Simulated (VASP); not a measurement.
# HgTe (I-4m2) in VASP: notebook, part 2 of 2

VASP 6.6.1.

## 4. Single point, PBEsol

This run uses another cell than the first one, of 26.60 Å³/atom.

Contents of INCAR:

```
SYSTEM = HgTe
  PREC = Accurate
  ENCUT = 520
  EDIFF = 1E-6
  ISMEAR = -1
  SIGMA = 0.05
  LREAL = .FALSE.
  LASPH = .TRUE.
  NELM = 100
  ALGO = Normal
  ISIF = 2
  LWAVE = .FALSE.
  LCHARG = .TRUE.
  GGA = PS
  LELF = .TRUE.
  LVHAR = .TRUE.
  NBANDS = 16
```

Contents of KPOINTS:

```
Automatic mesh
0
G
  10 10 10
  0 0 0
```

Contents of POSCAR:

```
HgTe
1.0
   -2.8852067560      2.8852067560      1.5979407417
    2.8852067560     -2.8852067560      1.5979407417
    2.8852067560      2.8852067560     -1.5979407417
Hg Te
1 1
Direct
    0.7500000000      0.2500000000      0.5000000000
    0.0000000000      0.0000000000      0.0000000000
```

Potentials or basis: VASP PAW PBE potentials, release 64 (Hg, Te).

On the command line:

```sh
cat potpaw_PBE.64/Hg/POTCAR potpaw_PBE.64/Te/POTCAR > POTCAR
mpirun -np 1 vasp_std > vasp.out
```

OUTCAR:

```text
SYSTEM = HgTe
   PREC = Accurate
   ENCUT = 520
   EDIFF = 1E-6
   ISMEAR = -1
   LREAL = .FALSE.
   LASPH = .TRUE.
   NELM = 100
   ISIF = 2
   GGA = PS

 ion  position               nearest neighbor table
   1  0.750  0.250  0.500-   2 2.99   2 2.99   2 2.99   2 2.99   2 3.75   2 3.75   2 3.75   2 3.75

   2  0.000  0.000  0.000-   1 2.99   1 2.99   1 2.99   1 2.99   1 3.75   1 3.75   1 3.75   1 3.75

  LATTYP: Found a body centered tetragonal cell.
 ALAT       =     5.7704135120
 C/A-ratio  =     0.5538392486

  Lattice vectors:

 A1 = (  -2.8852067560,   2.8852067560,   1.5979407417)
 A2 = (   2.8852067560,  -2.8852067560,   1.5979407417)
 A3 = (   2.8852067560,   2.8852067560,  -1.5979407417)

Analysis of symmetry for initial positions (statically):
=====================================================================
 Subroutine PRICEL returns:
 Original cell was already a primitive cell.

 Routine SETGRP: Setting up the symmetry group for a
 body centered tetragonal supercell.

 Subroutine GETGRP returns: Found  8 space group operations
 (whereof  8 operations were pure point group operations)
 out of a pool of 16 trial point group operations.

The static configuration has the point symmetry D_2d.

Analysis of symmetry for dynamics (positions and initial velocities):
=====================================================================
 Subroutine PRICEL returns:
 Original cell was already a primitive cell.

 Routine SETGRP: Setting up the symmetry group for a
 body centered tetragonal supercell.

 Subroutine GETGRP returns: Found  8 space group operations
 (whereof  8 operations were pure point group operations)
 out of a pool of 16 trial point group operations.

The dynamic configuration has the point symmetry D_2d.

 Subroutine INISYM returns: Found  8 space group operations
 (whereof  8 operations are pure point group operations),
 and found     1 'primitive' translations

----------------------------------------------------------------------------------------

                                     Primitive cell

  volume of cell :      53.2077

  direct lattice vectors                    reciprocal lattice vectors
    -2.885206756  2.885206756  1.597940742     0.000000000  0.173297806  0.312902717
     2.885206756 -2.885206756  1.597940742     0.173297806  0.000000000  0.312902717
     2.885206756  2.885206756 -1.597940742     0.173297806  0.173297806  0.000000000

  length of vectors
     4.382037273  4.382037273  4.382037273     0.357687349  0.357687349  0.245080107

  position of ions in fractional coordinates (direct lattice)
     0.750000000  0.250000000  0.500000000
     0.000000000  0.000000000  0.000000000

  ion indices of the primitive-cell ions
   primitive index   ion index
                 1           1
                 2           2

----------------------------------------------------------------------------------------

 KPOINTS: Automatic mesh

Automatic generation of k-mesh.
 Grid dimensions read from file:
 generate k-points for:   10   10   10

 Generating k-lattice:

  Cartesian coordinates                     Fractional coordinates (reciprocal lattice)
     0.000000000  0.017329781  0.031290272     0.100000000  0.000000000  0.000000000
     0.017329781  0.000000000  0.031290272     0.000000000  0.100000000  0.000000000
     0.017329781  0.017329781  0.000000000     0.000000000  0.000000000  0.100000000

  Length of vectors
     0.035768735  0.035768735  0.024508011

  Shift w.r.t. Gamma in fractional coordinates (k-lattice)
     0.000000000  0.000000000  0.000000000

 Subroutine IBZKPT returns following result:
 ===========================================

 Found    102 irreducible k-points:

 Following reciprocal coordinates:
            Coordinates               Weight
  0.000000  0.000000  0.000000      1.000000
  0.100000 -0.000000  0.000000      8.000000
  0.200000 -0.000000  0.000000      8.000000
  0.300000  0.000000  0.000000      8.000000
  0.400000  0.000000 -0.000000      8.000000
  0.500000  0.000000 -0.000000      4.000000
[... 16 lines left out ...]
  0.300000  0.300000  0.000000      8.000000
  0.400000  0.300000  0.000000     16.000000
 [... further k-points ...]
   k-points           NKPTS =    102   k-points in BZ     NKDIM =    102   number of bands    NBANDS=     16
   number of dos      NEDOS =    301   number of ions     NIONS =      2
   total plane-waves  NPLWV =  46656
   dimension x,y,z NGX =    36 NGY =   36 NGZ =   36
   dimension x,y,z NGXF=    72 NGYF=   72 NGZF=   72
   ions per type =               1   1
   NGX,Y,Z   is equivalent  to a cutoff of  13.66, 13.66, 13.66 a.u.
   NGXF,Y,Z  is equivalent  to a cutoff of  27.32, 27.32, 27.32 a.u.
 SYSTEM =  HgTe
   PREC   = accura    normal or accurate (medium, high low for compatibility)
   ISTART =      0    job   : 0-new  1-cont  2-samecut
   ICHARG =      2    charge: 1-file 2-atom 10-const
   ISPIN  =      1    spin polarized calculation?
   LNONCOLLINEAR =      F non collinear calculations
   LSORBIT =      F    spin-orbit coupling
   LASPH  =      T    aspherical Exc in radial PAW
   ENCUT  =  520.0 eV  38.22 Ry    6.18 a.u.   8.15  8.15  8.15*2*pi/ulx,y,z
   NELM   =    100;   NELMIN=  2; NELMDL= -5     # of ELM steps
   EDIFF  = 0.1E-05   stopping-criterion for ELM
   LREAL  =      F    real-space projection
   EDIFFG = 0.1E-04   stopping-criterion for IOM
   NSW    =      0    number of steps for IOM
   IBRION =     -1    ionic relax: 0-MD 1-quasi-New 2-CG
   NFREE  =      0    steps in history (QN), initial steepest desc. (CG)
   ISIF   =      2    stress and relaxation
   ISYM   =      2    0-nonsym 1-usesym 2-fastsym
   POTIM  = 0.5000    time-step for ionic-motion
   TEBEG  =    0.0;   TEEND  =   0.0 temperature during run
   PSTRESS=    0.0 pullay stress
   NELECT =      18.0000    total number of electrons
   NUPDOWN=      -1.0000    fix difference up-down
   EMIN   =  10.00;   EMAX   =-10.00  energy-range for DOS
   EFERMI =   0.00;   METHOD = LEGACY
   ISMEAR =    -1;   SIGMA  =   0.05  broadening in eV -4-tet -1-fermi 0-gaus
   EFERMI_NEDOS =   21; number of points for ismear=-14 and -15
   IALGO  =     38    algorithm
   IMIX   =      4    mixing-type and parameters
     AMIX     =   0.40;   BMIX     =  1.00
     AMIX_MAG =   1.60;   BMIX_MAG =  1.00
  volume/ion in A,a.u.               =      26.60       179.53
  Fermi-wavevector in a.u.,A,eV,Ry     =   1.140707  2.155624 17.704074  1.301213
  Thomas-Fermi vector in A             =   2.277409
   LORBIT       =      0    0 simple, 1 ext, 2 COOP (PROOUT), +10 PAW based schemes
   GGA     = PS    functional components
   LHFCALC =     F    Hartree Fock is set to
   AEXX    =    0.0000 exact exchange contribution
   IVDW    =     0    specifies the selected vdW correction
   LEPSILON=     F    determine dielectric tensor
   LRPA    =     F    only Hartree local field effects (RPA)
 non-spin polarized calculation
  energy-cutoff  :      520.00
  volume of cell :       53.21
 maximum number of plane-waves:      1450
 NGX is ok and might be reduce to    36
   NGX = 17   NGY = 17   NGZ = 17

 number of electron      18.0000001 magnetization

 Free energy of the ion-electron system (eV)
  ---------------------------------------------------
  ext. energy  EPLUGINS =         0.00000000
  ---------------------------------------------------
  free energy    TOTEN  =        -4.15074692 eV

  energy without entropy =       -4.14584076  energy(sigma->0) =       -4.14829384

 E-fermi :   5.2953     XC(G=0): -10.4002

 val. band max:        5.2615237015   @ k =  -0.2000  -0.2000   0.1000
 cond. band min:       5.3073905923   @ k =   0.2000  -0.0000   0.0000
 fundamental gap:      0.0458668908
 Fermi energy:         5.2953240355

 k-point     1 :       0.0000    0.0000    0.0000
  band No.  band energies     occupation
      1      -7.7102      2.00000
      2      -2.3046      2.00000
      3      -1.8658      2.00000
      4      -1.7540      2.00000
      5      -1.3524      2.00000
      6      -1.3524      2.00000
[... 8 lines left out ...]
     15      15.7544      0.00000
     16      16.3540      0.00000
[... 419 lines left out ...]
 k-point    24 :       0.4000    0.3000    0.0000
  band No.  band energies     occupation
      1      -5.9945      2.00000
      2      -2.0576      2.00000
      3      -1.9202      2.00000
      4      -1.6327      2.00000
      5      -1.5538      2.00000
      6      -1.4400      2.00000
[... 8 lines left out ...]
     15      15.2026      0.00000
     16      16.7087      0.00000

 [... further k-points ...]
[... 5 lines left out ...]
  --------------------------------------------------------------------------------------
  -------------------------------------------------------------------------------------
  Total        0.0533324      0.0533324      0.0447831      0.0000000     -0.0000000      0.0000000
  in kB        1.6059330      1.6059330      1.3484963      0.0000000     -0.0000000      0.0000000
  external PRESSURE =       1.5201208 kB  Pullay stress =       0.0000000 kB

 VOLUME and BASIS-vectors are now :
 -----------------------------------------------------------------------------
  energy-cutoff  :      520.00
  volume of cell :       53.21
      direct lattice vectors                 reciprocal lattice vectors
    -2.885206756  2.885206756  1.597940742     0.000000000  0.173297806  0.312902717
     2.885206756 -2.885206756  1.597940742     0.173297806  0.000000000  0.312902717
     2.885206756  2.885206756 -1.597940742     0.173297806  0.173297806  0.000000000

 POSITION                                       TOTAL-FORCE (eV/Angst)
 -----------------------------------------------------------------------------------
      0.00000      2.88521      0.79897        -0.000000      0.000000      0.000000
      0.00000      0.00000      0.00000         0.000000     -0.000000     -0.000000
 -----------------------------------------------------------------------------------
    total drift:                               -0.000000      0.000000     -0.000000

  FREE ENERGIE OF THE ION-ELECTRON SYSTEM (eV)
  ---------------------------------------------------
  free  energy   TOTEN  =        -4.1507469226 eV

  energy  without entropy=       -4.1458407589  energy(sigma->0) =       -4.14829384
```

Run time: 64 s. Hardware: 1 thread of AMD EPYC 9R45 (Zen 5), shared host; peak memory 0.23 GiB.

Results:

```yaml
Free_energy: -4.1507 eV
Pressure: 0.2 GPa
Band_gap_on_the_k_mesh: zero (bands 9 and 10 overlap by 4.22 eV)
```

Levels at points of the mesh, in eV from the Fermi level:
```
           k point  band 6  band 7  band 8  band 9  band 10  band 11  band 12  band 13
(0.00, 0.00, 0.00)   -6.65   -3.07   -2.52   -2.52     2.81     4.67     7.70     7.70
(0.50, 0.00, 0.00)   -6.65   -4.80   -2.29   -1.58    -0.55     3.48     3.53     6.04
(0.50, 0.50, 0.00)   -6.54   -6.46   -0.59    2.12     2.15     2.33     3.48     8.13
(0.50, 0.50, 0.50)   -6.25   -4.88   -4.88   -4.65     2.32     6.03     9.25     9.25
```

Caveat: the PAW data sets were made with another functional, which shifts forces and pressure a little; spin-orbit coupling is left out, which moves the levels of the heavy elements.

## 5. Single point, PBEsol+D3(BJ)

This run uses another cell than the first one, of 28.93 Å³/atom.

Contents of INCAR:

```
SYSTEM = HgTe
PREC     = Accurate       ! precision mode
ENCUT    = 520            ! plane-wave cutoff, eV
EDIFF    = 1E-6           ! SCF threshold, eV
ISMEAR   = -1             ! smearing method
SIGMA    = 0.05           ! smearing width, eV
LREAL    = .FALSE.        ! projectors in reciprocal space
LASPH    = .TRUE.         ! aspherical terms in the spheres
NELM     = 100            ! most SCF steps
ALGO     = Normal         ! electronic algorithm
ISIF     = 2              ! what is computed and relaxed
LWAVE    = .FALSE.        ! write WAVECAR
LCHARG   = .FALSE.        ! write CHGCAR
GGA      = PS             ! functional
IVDW     = 12             ! dispersion correction
NBANDS   = 16             ! bands
```

KPOINTS is that of step 4.

Contents of POSCAR:

```
HgTe
1.0
   -3.0456030000      3.0456030000      1.5594100000
    3.0456030000     -3.0456030000      1.5594100000
    3.0456030000      3.0456030000     -1.5594100000
Hg Te
1 1
Direct
    0.7500000000      0.2500000000      0.5000000000
    0.0000000000      0.0000000000      0.0000000000
```

Potentials or basis: VASP PAW PBE potentials, release 64 (Hg, Te).

On the command line:

```sh
cat potpaw_PBE.64/Hg/POTCAR potpaw_PBE.64/Te/POTCAR > POTCAR
mpirun -np 1 vasp_std > vasp.out
```

OUTCAR:

```text
SYSTEM = HgTe
   PREC = Accurate
   ENCUT = 520
   EDIFF = 1E-6
   ISMEAR = -1
   LREAL = .FALSE.
   LASPH = .TRUE.
   NELM = 100
   ISIF = 2
   GGA = PS
   IVDW = 12
 IVDW          = 12

 ion  position               nearest neighbor table
   1  0.750  0.250  0.500-   2 3.14   2 3.14   2 3.14   2 3.14
   2  0.000  0.000  0.000-   1 3.14   1 3.14   1 3.14   1 3.14

  LATTYP: Found a body centered tetragonal cell.
 ALAT       =     6.0912060000
 C/A-ratio  =     0.5120201156

  Lattice vectors:

 A1 = (  -3.0456030000,   3.0456030000,   1.5594100000)
[... 643 lines left out ...]

 Edisp (eV)   -0.81259

 E8    (eV) :    -0.5508

  FORCE on cell =-STRESS in cart. coord.  units (eV):
  Direction    XX          YY          ZZ          XY          YZ          ZX
  --------------------------------------------------------------------------------------
  -------------------------------------------------------------------------------------
  Total      -2.49173    -2.49173    -0.97530     0.00000    -0.00000     0.00000
  in kB     -68.99918   -68.99918   -27.00734     0.00000    -0.00000     0.00000
  external pressure =      -55.00 kB  Pullay stress =        0.00 kB

 VOLUME and BASIS-vectors are now :
 -----------------------------------------------------------------------------
  energy-cutoff  :      520.00
  volume of cell :       57.86
      direct lattice vectors                 reciprocal lattice vectors
    -3.045603000  3.045603000  1.559410000     0.000000000  0.164171102  0.320634086
     3.045603000 -3.045603000  1.559410000     0.164171102  0.000000000  0.320634086
     3.045603000  3.045603000 -1.559410000     0.164171102  0.164171102  0.000000000

 POSITION                                       TOTAL-FORCE (eV/Angst)
 -----------------------------------------------------------------------------------
      0.00000      3.04560      0.77970         0.000000     -0.000000     -0.000000
      0.00000      0.00000      0.00000        -0.000000      0.000000      0.000000
 -----------------------------------------------------------------------------------
    total drift:                               -0.000000      0.000000     -0.000000

  FREE ENERGIE OF THE ION-ELECTRON SYSTEM (eV)
  ---------------------------------------------------
  free  energy   TOTEN  =        -4.8597032007 eV

  energy  without entropy=       -4.8495173557  energy(sigma->0) =       -4.85461028
```

stdout:

```text
POSCAR found type information on POSCAR HgTe
 POSCAR found :  2 types and       2 ions
 scaLAPACK will be used
 -----------------------------------------------------------------------------
|                                                                             |
|                                                                             |
|     You enforced a specific xc type in the INCAR file but a different       |
|     I HOPE YOU KNOW WHAT YOU ARE DOING!                                     |
|                                                                             |
 -----------------------------------------------------------------------------

 LDA part: xc-table for (Slater+PW92), standard interpolation
 POSCAR, INCAR and KPOINTS ok, starting setup
 FFT: planning ... GRIDC
 FFT: planning ... GRID_SOFT
 FFT: planning ... GRID
 WAVECAR not read
 entering main loop
```

Wall time 61 s (1 thread of AMD EPYC 9R45 (Zen 5), shared host); peak memory 0.25 GiB.

What came out:

```
Free energy                : -4.8597 eV
Pressure                   : -5.5 GPa
Band gap on the k mesh     : zero (bands 9 and 10 overlap by 3.39 eV)
Dispersion energy per atom : -0.406 eV
```

Stress tensor (GPa, compression positive):
```
-6.90  0.00  0.00
 0.00 -6.90  0.00
 0.00  0.00 -2.70
```

Levels at points of the mesh, in eV from the Fermi level:
```tsv
k point	band 7	band 8	band 9	band 10	band 11	band 12
(0.00, 0.00, 0.00)	-3.45	-2.39	-2.39	3.53	4.60	6.90
(0.50, 0.00, 0.00)	-4.48	-1.90	-1.04	-0.14	3.22	3.80
(0.50, 0.50, 0.00)	-6.04	-0.84	1.51	1.95	2.90	3.47
(0.50, 0.50, 0.50)	-4.38	-4.29	-4.29	3.20	7.35	8.03
```

Caveat: three body term missing; the cell stands under tension; the PAW data sets were made with another functional, which shifts forces and pressure a little; spin-orbit coupling is left out, which moves the levels of the heavy elements.

## 6. Summary

| level | cell | gap on the mesh (eV) | pressure (GPa) |
| --- | --- | --- | --- |
| PBEsol+D3(BJ) | a = 4.325 Å, angles 97.6, 97.6, 137.3°, 2 atoms | none | -0.2 |
| PBEsol+D4 | a = 4.341 Å, angles 97.6, 97.6, 137.3°, 2 atoms | none | 0.2 |
| PBEsol | a = 4.382 Å, angles 97.6, 97.6, 137.2°, 2 atoms | none | 0.2 |
| PBEsol+D3(BJ) | a = 4.581 Å, angles 96.7, 96.7, 140.2°, 2 atoms | none | -5.5 |

Alike in all rows: task single point; potentials or basis VASP PAW PBE potentials, release 64 (Hg, Te); no spin polarisation; k mesh 10 × 10 × 10; cutoff (eV) 520; smearing fermi-dirac 0.05 eV.

Caveats: the PAW data sets were made with another functional, which shifts forces and pressure a little; spin-orbit coupling is left out, which moves the levels of the heavy elements; three body term missing (at least some runs); the cell stands under tension (at least some runs).

Absolute energies hang on the potentials; compare differences alone.
